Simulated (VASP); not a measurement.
Set up this calculation in VASP 6.6.1, as the native input.

| Property | Result |
| --- | --- |
| Task | single point |
| Functional | PBEsol |
| Potentials or basis | VASP PAW PBE potentials, release 64 (Ti_sv) |
| Cutoff | 520 eV |
| k mesh | 20 × 20 × 20 |
| Occupations | gaussian, width 0.15 eV |
| Spin | no spin polarisation |
| Dipole correction | no |
| Further INCAR settings | ALGO = Normal; EDIFF = 1e-06; NBANDS = 12 |

The structure of Ti lies in POSCAR:

```
Ti
1.0
   -1.7722800000      1.7722800000      1.7722800000
    1.7722800000     -1.7722800000      1.7722800000
    1.7722800000      1.7722800000     -1.7722800000
Ti
1
Direct
    0.0000000000      0.0000000000      0.0000000000
```

This isn't the form of Ti at room conditions, which is hcp.

This cell differs from its parent crystal: strain +0.080 along x and y, +0.080 along z.

The input as run:

INCAR

```
SYSTEM = Ti
ALGO = Normal
EDIFF = 1E-6
ENCUT = 520
GGA = PS
ISIF = 2
ISMEAR = 0
LASPH = .TRUE.
LCHARG = .FALSE.
LREAL = .FALSE.
LWAVE = .FALSE.
NBANDS = 12
NELM = 80
PREC = Accurate
SIGMA = 0.15
```

KPOINTS

```
k-points
0
G
  20 20 20
  0 0 0
```

Potentials or basis: VASP PAW PBE potentials, release 64 (Ti_sv).

Launch:

```sh
$ cat potpaw_PBE.64/Ti_sv/POTCAR > POTCAR
$ mpirun -np 1 vasp_std > vasp.out
```

Results of the run:

```
Pressure               : -19.8 GPa
Band gap on the k mesh : zero (bands 6 and 7 overlap by 1.25 eV)
```

Caveat: the cell differs from its parent crystal (strain +0.080 along x and y, +0.080 along z); the cell stands under tension; the PAW data sets were made with another functional, which shifts forces and pressure a little.

It took 18 s on 1 thread of Intel(R) Xeon(R) 6975P-C (Granite Rapids), with other jobs on the host, peak memory 0.18 GiB.
